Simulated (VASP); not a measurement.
The system is C.

```
CELL_PARAMETERS angstrom
0.00000 1.78574 1.78574
1.78574 0.00000 1.78574
1.78574 1.78574 0.00000
ATOMIC_POSITIONS crystal
C 0.50000 0.50000 0.50000
C 0.75000 0.75000 0.75000
```

Base run:

| Property | Result |
| --- | --- |
| Program | VASP 6.6.1 |
| Functional | PBE |
| Potentials or basis | VASP PAW PBE potentials, release 64 (C) |
| Cutoff | 600 eV |
| k mesh | 12 × 12 × 12 |
| Occupations | methfessel-paxton, width 0.05 eV |
| Spin | no spin polarisation |

Its results: band gap on the k mesh 4.14 eV, indirect (least direct gap 5.58 eV); pressure 0.0 GPa.

The run is repeated on the same cell with these changes: cutoff from 600 eV to 520 eV; occupations from methfessel-paxton, width 0.05 eV to gaussian, width 0.05 eV. What comes out?

Band gap on the k mesh 4.14 eV, indirect (least direct gap 5.58 eV); pressure 0.7 GPa.

A k mesh can miss the band edges.
